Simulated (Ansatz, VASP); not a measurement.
**One calculation of ZnIn2Cl4, two programs**

INCAR

```
ALGO     = Normal         # electronic algorithm
EDIFF    = 1E-6           # SCF threshold, eV
ENCUT    = 520            # plane-wave cutoff, eV
GGA      = PE             # functional
ISIF     = 2              # what is computed and relaxed
ISMEAR   = 0              # smearing method
LASPH    = True           # aspherical terms in the spheres
LCHARG   = True           # write CHGCAR
LELF     = True           # ELF
LREAL    = False          # projectors in reciprocal space
LVHAR    = True         
LWAVE    = False          # write WAVECAR
NBANDS   = 42             # bands
NELM     = 60             # most SCF steps
PREC     = Accurate       # precision mode
SIGMA    = 0.1            # smearing width, eV
```

File KPOINTS:

```
k-points
0
Gamma
  4 4 4
```

Contents of POSCAR:

```
ZnIn2Cl4
1.0
    3.7232842000      3.7232842000     -4.0981992000
   -3.7232842000      3.7232842000      4.0981992000
    3.7232842000     -3.7232842000      4.0981992000
Zn In Cl
1 2 4
Direct
    0.0000000000      0.0000000000      0.0000000000
    0.5000000000      0.7500000000      0.2500000000
    0.5000000000      0.2500000000      0.7500000000
    0.4480450000      0.2240225000      0.2240225000
    1.0000000000      0.2240225000      0.7759775000
    0.5519550000      0.7759775000      0.7759775000
    0.0000000000      0.7759775000      0.2240225000
```

Input for Ansatz:

```yaml
crystal:
  lattice:
    - [3.7232842, 3.7232842, -4.0981992]
    - [-3.7232842, 3.7232842, 4.0981992]
    - [3.7232842, -3.7232842, 4.0981992]
  atoms:
    - { symbol: Zn, position: [0.0, 0.0, 0.0] }
    - { symbol: In, position: [0.5, 0.75, 0.25] }
    - { symbol: In, position: [0.5, 0.25, 0.75] }
    - { symbol: Cl, position: [0.448045, 0.2240225, 0.2240225] }
    - { symbol: Cl, position: [1.0, 0.2240225, 0.7759775] }
    - { symbol: Cl, position: [0.551955, 0.7759775, 0.7759775] }
    - { symbol: Cl, position: [0.0, 0.7759775, 0.2240225] }
basis:
  ecutwfc: 420
kpoints:
  mp_grid: { grid: [4, 4, 4] }
hamiltonian:
  xc: pbe
scf:
  occupations: { method: gaussian, width: 0.1 }
  lower_state_search: "off"
output:
  forces: true
  stress: true
  eigenvalues: true
```

Alike in both runs: task single point; functional PBE; k mesh 4 × 4 × 4; occupations gaussian, width 0.1 eV; no spin polarisation.

|  | VASP | Ansatz |
| --- | --- | --- |
| version | VASP 6.6.1 | Ansatz 0.2.0 |
| potentials or method | VASP PAW PBE potentials, release 64 (Zn, In_d, Cl), cutoff 520 eV | scalar-relativistic, plane waves, PAW |
| valence electrons in the cell | 66 | 66 |

|  | VASP | Ansatz | Ansatz less VASP |
| --- | --- | --- | --- |
| gap on the k mesh at the Fermi level (eV) | 2.25 | 2.25 | -0.002 |
| least direct gap on the mesh (eV) | 2.25 | 2.25 | -0.002 |
| pressure (GPa) | 0.0 | 0.0 | +0.01 |
| rms of the force components (eV/Å) | 0.004 | 0.002 | -0.0025 |

Atom by atom the forces differ by 0.006 eV/Å (rms over components). With one functional, cell and mesh, what is left measures potentials, basis and numerics.
